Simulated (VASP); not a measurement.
# KZnF3 (Cm) in VASP: a series of runs

The runs below take KZnF3 through single point, with r2SCAN.

Program: VASP 6.6.1. These are calculated values, not measurements. Logs are shortened: lines on timing, memory, paths and dates and some standing lists are left out, and cuts for length are marked.

### Step 1. The cell of the first run

Symmetry: Cm, No. 8, monoclinic system. Conventional cell: a = 5.728 Å, b = 5.728 Å, c = 4.050 Å, α = 90.00°, β = 90.00°, γ = 90.00°. K (site symmetry m) has 12 F at 2.73 to 3.03 Å and 8 Zn at 3.51 Å within 3.6 Å. Zn (site symmetry m) has 6 F at 1.73 to 2.33 Å within 2.4 Å. F (site symmetry m) has 2 Zn at 1.73 to 2.33 Å within 2.4 Å. Within 2.9 Å of F (site symmetry 1) lie 2 Zn at 2.02 Å and 6 F at 2.58 to 2.86 Å and 4 K at 2.86 Å.

### Step 2. Single point, r2SCAN (atom 3 (F) moved by (-0.150, -0.300) A along [1 1 0] and z)

The input, POSCAR:

```
KZnF3
1.0
    4.0500000000      0.0000000000      0.0000000000
    0.0000000000      4.0500000000      0.0000000000
    0.0000000000      0.0000000000      4.0500000000
K Zn F
1 1 3
Direct
    0.0000000000      0.0000000000      0.0000000000
    0.5000000000      0.5000000000      0.5000000000
    0.4738108600      0.4738108600     -0.0740740741
    0.0000000000      0.5000000000      0.5000000000
    0.5000000000      0.0000000000      0.5000000000
```

The input, INCAR.step1:

```
ALGO = Normal
EDIFF = 1E-4
ENCUT = 520
GGA = PE
ISMEAR = 0
LASPH = T
LCHARG = F
LREAL = F
LWAVE = T
NBANDS = 29
NELM = 60
PREC = Accurate
SIGMA = 0.05
```

The input, INCAR.step2:

```
ALGO = Normal
EDIFF = 1E-6
ENCUT = 520
ISIF = 2
ISMEAR = 0
ISTART = 1
LASPH = T
LCHARG = T
LELF = T
LMIXTAU = T
LREAL = F
LVHAR = T
LWAVE = F
METAGGA = R2SCAN
NBANDS = 29
NELM = 60
PREC = Accurate
SIGMA = 0.05
```

The input, KPOINTS:

```
k-points
0
Gamma
  6 6 6
```

Potentials or basis: VASP PAW PBE potentials, release 64 (K_sv, Zn, F).

On the command line:

```console
$ cat potpaw_PBE.64/K_sv/POTCAR potpaw_PBE.64/Zn/POTCAR potpaw_PBE.64/F/POTCAR > POTCAR
$ cp INCAR.step1 INCAR
$ mpirun -np 1 vasp_std > vasp.out
$ cp INCAR.step2 INCAR
$ mpirun -np 1 vasp_std > vasp.out
```

OUTCAR:

```text
EDIFF = 1E-6
   ENCUT = 520
   ISIF = 2
   ISMEAR = 0
   ISTART = 1
   LASPH = T
   LREAL = F
   METAGGA = R2SCAN
   NELM = 60
   PREC = Accurate

 ion  position               nearest neighbor table
   1  0.000  0.000  0.000-   3 2.73
   2  0.500  0.500  0.500-   3 1.73   4 2.02   5 2.02   5 2.02   4 2.02   3 2.33
   3  0.474  0.474  0.926-   2 1.73   2 2.33   1 2.73
   4  0.000  0.500  0.500-   2 2.02   2 2.02
   5  0.500  0.000  0.500-   2 2.02   2 2.02

  LATTYP: Found a simple cubic cell.
 ALAT       =     4.0500000000

  Lattice vectors:

 A1 = (   4.0500000000,   0.0000000000,   0.0000000000)
 A2 = (   0.0000000000,   4.0500000000,   0.0000000000)
 A3 = (   0.0000000000,   0.0000000000,   4.0500000000)

Analysis of symmetry for initial positions (statically):
=====================================================================
 Subroutine PRICEL returns:
 Original cell was already a primitive cell.

 Routine SETGRP: Setting up the symmetry group for a
 simple cubic supercell.

 Subroutine GETGRP returns: Found  2 space group operations
 (whereof  2 operations were pure point group operations)
 out of a pool of 48 trial point group operations.

The static configuration has the point symmetry C_1h.

Analysis of symmetry for dynamics (positions and initial velocities):
=====================================================================
 Subroutine PRICEL returns:
 Original cell was already a primitive cell.

 Routine SETGRP: Setting up the symmetry group for a
 simple cubic supercell.

 Subroutine GETGRP returns: Found  2 space group operations
 (whereof  2 operations were pure point group operations)
 out of a pool of 48 trial point group operations.

The dynamic configuration has the point symmetry C_1h.

 Subroutine INISYM returns: Found  2 space group operations
 (whereof  2 operations are pure point group operations),
 and found     1 'primitive' translations

----------------------------------------------------------------------------------------

                                     Primitive cell

  volume of cell :      66.4301

[... 90 lines left out ...]
   LSORBIT =      F    spin-orbit coupling
   LASPH  =      T    aspherical Exc in radial PAW
   ENCUT  =  520.0 eV  38.22 Ry    6.18 a.u.   7.53  7.53  7.53*2*pi/ulx,y,z
   NELM   =     60;   NELMIN=  2; NELMDL=  0     # of ELM steps
   EDIFF  = 0.1E-05   stopping-criterion for ELM
   LREAL  =      F    real-space projection
   EDIFFG = 0.1E-04   stopping-criterion for IOM
   NSW    =      0    number of steps for IOM
   IBRION =     -1    ionic relax: 0-MD 1-quasi-New 2-CG
   NFREE  =      0    steps in history (QN), initial steepest desc. (CG)
   ISIF   =      2    stress and relaxation
   ISYM   =      2    0-nonsym 1-usesym 2-fastsym
   POTIM  = 0.5000    time-step for ionic-motion
   TEBEG  =    0.0;   TEEND  =   0.0 temperature during run
   PSTRESS=    0.0 pullay stress
   NELECT =      42.0000    total number of electrons
   NUPDOWN=      -1.0000    fix difference up-down
   EMIN   =  10.00;   EMAX   =-10.00  energy-range for DOS
   EFERMI =   0.00;   METHOD = LEGACY
   ISMEAR =     0;   SIGMA  =   0.05  broadening in eV -4-tet -1-fermi 0-gaus
   EFERMI_NEDOS =   21; number of points for ismear=-14 and -15
   IALGO  =     38    algorithm
   IMIX   =      4    mixing-type and parameters
     AMIX     =   0.40;   BMIX     =  1.00
     AMIX_MAG =   1.60;   BMIX_MAG =  1.00
  volume/ion in A,a.u.               =      13.29        89.66
  Fermi-wavevector in a.u.,A,eV,Ry     =   1.405086  2.655228 26.861528  1.974267
  Thomas-Fermi vector in A             =   2.527583
   LORBIT       =      0    0 simple, 1 ext, 2 COOP (PROOUT), +10 PAW based schemes
   METAGGA = R2SCAN    functional components
   LHFCALC =     F    Hartree Fock is set to
   AEXX    =    0.0000 exact exchange contribution
   IVDW    =     0    specifies the selected vdW correction
   LEPSILON=     F    determine dielectric tensor
   LRPA    =     F    only Hartree local field effects (RPA)
 non-spin polarized calculation
 Gauss-broadening in eV      SIGMA  =   0.05
  energy-cutoff  :      520.00
  volume of cell :       66.43
 maximum number of plane-waves:      1811
   NGX = 15   NGY = 15   NGZ = 15

 number of electron      42.0000008 magnetization

 Free energy of the ion-electron system (eV)
  ---------------------------------------------------
  ext. energy  EPLUGINS =         0.00000000
  ---------------------------------------------------
  free energy    TOTEN  =       -37.70609266 eV

  energy without entropy =      -37.70609266  energy(sigma->0) =      -37.70609266

 E-fermi :  -0.6449     XC(G=0): -10.4488

 val. band max:       -0.9582856229   @ k =   0.5000   0.5000   0.5000
 cond. band min:       3.3174580659   @ k =   0.0000   0.0000   0.0000
 fundamental gap:      4.2757436888
 Fermi energy:        -0.6448805421

 k-point     1 :       0.0000    0.0000    0.0000
  band No.  band energies     occupation
      1     -29.4418      2.00000
      2     -24.2526      2.00000
      3     -23.5773      2.00000
      4     -23.4269      2.00000
      5     -12.1660      2.00000
      6     -12.1646      2.00000
[... 757 lines left out ...]
     28      11.0691      0.00000
     29      12.2034      0.00000

 [... further k-points ...]

------------------------ aborting loop because EDIFF is reached ----------------------------------------

  FORCE on cell =-STRESS in cart. coord.  units (eV):
  Direction    XX          YY          ZZ          XY          YZ          ZX
  --------------------------------------------------------------------------------------
  -------------------------------------------------------------------------------------
  Total        0.6393549      0.6393549      6.0013443      0.0369162     -0.2919951     -0.2921424
  in kB       15.4201104     15.4201104    144.7418287      0.8903546     -7.0424070     -7.0459580
  external PRESSURE =      58.5273498 kB  Pullay stress =       0.0000000 kB

 VOLUME and BASIS-vectors are now :
 -----------------------------------------------------------------------------
  energy-cutoff  :      520.00
  volume of cell :       66.43
      direct lattice vectors                 reciprocal lattice vectors
     4.050000000  0.000000000  0.000000000     0.246913580  0.000000000  0.000000000
     0.000000000  4.050000000  0.000000000     0.000000000  0.246913580  0.000000000
     0.000000000  0.000000000  4.050000000     0.000000000  0.000000000  0.246913580

 POSITION                                       TOTAL-FORCE (eV/Angst)
 -----------------------------------------------------------------------------------
      0.00000      0.00000      0.00000        -0.033183     -0.033183     -0.078702
      2.02500      2.02500      2.02500         0.217146      0.217146     -3.822745
      1.91893      1.91893      3.75000         0.040548      0.040548      5.115237
      0.00000      2.02500      2.02500        -0.268274      0.043763     -0.606895
      2.02500      0.00000      2.02500         0.043763     -0.268274     -0.606895
 -----------------------------------------------------------------------------------
    total drift:                                0.004605      0.004605      0.008510

  FREE ENERGIE OF THE ION-ELECTRON SYSTEM (eV)
  ---------------------------------------------------
  free  energy   TOTEN  =       -37.7060926562 eV

  energy  without entropy=      -37.7060926562  energy(sigma->0) =      -37.70609266
```

It took 4 min on 1 thread of Intel Xeon Platinum 8488C (Sapphire Rapids), shared host; peak memory 0.25 GiB.

What came out:

- Free energy: -37.7061 eV
- Pressure: 5.9 GPa
- Largest force: 5.116 eV/Å
- Band gap on the k mesh: 4.28 eV (least direct gap 6.14 eV)

Forces in eV/Å, atoms in the order of the input:
```
K   -0.033 -0.033 -0.079
Zn   0.217  0.217 -3.823
F    0.041  0.041  5.115
F   -0.268  0.044 -0.607
F    0.044 -0.268 -0.607
```

Caveat: the cell differs from its parent crystal (atom 3 (F) moved by (-0.150, -0.300) A along [1 1 0] and z); the stress differs along the axes, from 2 to 14 GPa; the PAW data sets were made with another functional, which shifts forces and pressure a little. A k mesh can miss the band edges.

### Step 3. Single point, r2SCAN (atom 3 (F) moved by (-0.150, -0.150) A along [1 1 0] and z)

Changes to POSCAR since step 2:

```diff
@@ -10,3 +10,3 @@
     0.5000000000      0.5000000000      0.5000000000
-    0.4738108600      0.4738108600     -0.0740740741
+    0.4738108600      0.4738108600     -0.0370370370
     0.0000000000      0.5000000000      0.5000000000
```

The input, INCAR.step1:

```
ALGO = Normal ; EDIFF = 1E-4
ENCUT = 520 ; GGA = PE
ISMEAR = 0 ; LASPH = True
LCHARG = False ; LREAL = False
LWAVE = True ; NBANDS = 29
NELM = 80 ; PREC = Accurate
SIGMA = 0.05
```

The input, INCAR.step2:

```
ALGO = Normal ; EDIFF = 1E-7
ENCUT = 520 ; ISIF = 2
ISMEAR = 0 ; ISTART = 1
LASPH = True ; LCHARG = False
LMIXTAU = True ; LREAL = False
LWAVE = False ; METAGGA = R2SCAN
NBANDS = 29 ; NELM = 80
PREC = Accurate ; SIGMA = 0.05
```

KPOINTS is that of step 2.

Potentials or basis: VASP PAW PBE potentials, release 64 (K_sv, Zn, F).

On the command line:

```console
$ cat potpaw_PBE.64/K_sv/POTCAR potpaw_PBE.64/Zn/POTCAR potpaw_PBE.64/F/POTCAR > POTCAR
$ cp INCAR.step1 INCAR
$ mpirun -np 1 vasp_std > vasp.out
$ cp INCAR.step2 INCAR
$ mpirun -np 1 vasp_std > vasp.out
```

It took 4.4 min on 1 thread of Intel Xeon Platinum 8488C (Sapphire Rapids), shared host; peak memory 0.26 GiB.

It converged, with:

```
Free energy            : -38.2002 eV
Pressure               : 1.4 GPa
Largest force          : 1.875 eV/Å
Band gap on the k mesh : 4.53 eV (least direct gap 6.41 eV)
```

Forces in eV/Å, atoms in the order of the input:
```
K   -0.039 -0.039 -0.051
Zn   0.034  0.034 -1.176
F    0.192  0.192  1.856
F   -0.225  0.039 -0.314
F    0.039 -0.225 -0.314
```

Stress tensor (GPa, compression positive):
```
 0.46  0.07 -0.19
 0.07  0.46 -0.19
-0.19 -0.19  3.23
```

Levels at points of the mesh, in eV from the valence-band top:
| k point | band 19 | band 20 | band 21 | band 22 | band 23 | band 24 |
| --- | --- | --- | --- | --- | --- | --- |
| (0.00, 0.00, 0.00) | -1.96 | -1.96 | -1.89 | 4.53 | 9.26 | 9.29 |
| (0.50, 0.00, 0.00) | -1.81 | -1.81 | -1.39 | 7.24 | 8.98 | 10.22 |
| (0.00, 0.00, 0.50) | -1.81 | -1.74 | -1.50 | 7.18 | 9.00 | 10.26 |
| (0.50, 0.50, 0.00) | -1.89 | -1.66 | -0.02 | 8.65 | 10.79 | 10.89 |
| (0.00, 0.50, 0.50) | -1.86 | -1.67 | 0.00 | 8.56 | 10.55 | 10.93 |
| (0.50, 0.50, 0.50) | -1.65 | -0.02 | 0.00 | 8.89 | 9.19 | 9.19 |

Caveat: the cell differs from its parent crystal (atom 3 (F) moved by (-0.150, -0.150) A along [1 1 0] and z); the PAW data sets were made with another functional, which shifts forces and pressure a little. A k mesh can miss the band edges.
